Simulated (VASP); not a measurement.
A run of VASP 6.6.1 is set up as follows.

The input INCAR:

```
PREC = Accurate
ENCUT = 520
EDIFF = 1E-7
ISMEAR = 0
SIGMA = 0.02
LREAL = F
LASPH = T
NELM = 60
ALGO = Normal
ISIF = 2
LWAVE = F
LCHARG = F
GGA = PE
NBANDS = 19
```

KPOINTS

```
regular mesh
0
Gamma
  8 8 8
```

File POSCAR:

```
CeO2
1.0
    0.0000000000      2.8117657949      2.8117657949
    2.8117657949      0.0000000000      2.8117657949
    2.8117657949      2.8117657949      0.0000000000
Ce O
1 2
Direct
    0.0000000000      0.0000000000      0.0000000000
    0.2500000000      0.2500000000      0.2500000000
    0.7500000000      0.7500000000      0.7500000000
```

Potentials or basis: VASP PAW PBE potentials, release 64 (Ce, O).

Launch:

```bash
$ cat potpaw_PBE.64/Ce/POTCAR potpaw_PBE.64/O/POTCAR > POTCAR
$ mpirun -np 1 vasp_std > vasp.out
```

Problem. Predict the band gap on the k mesh.

Solution. 1.63 eV (least direct gap 1.71 eV).

Problem. Predict the pressure.

Solution. -12.4 GPa.

Caveat: the cell stands under tension; spin-orbit coupling is left out, which moves the levels of the heavy elements. A k mesh can miss the band edges.
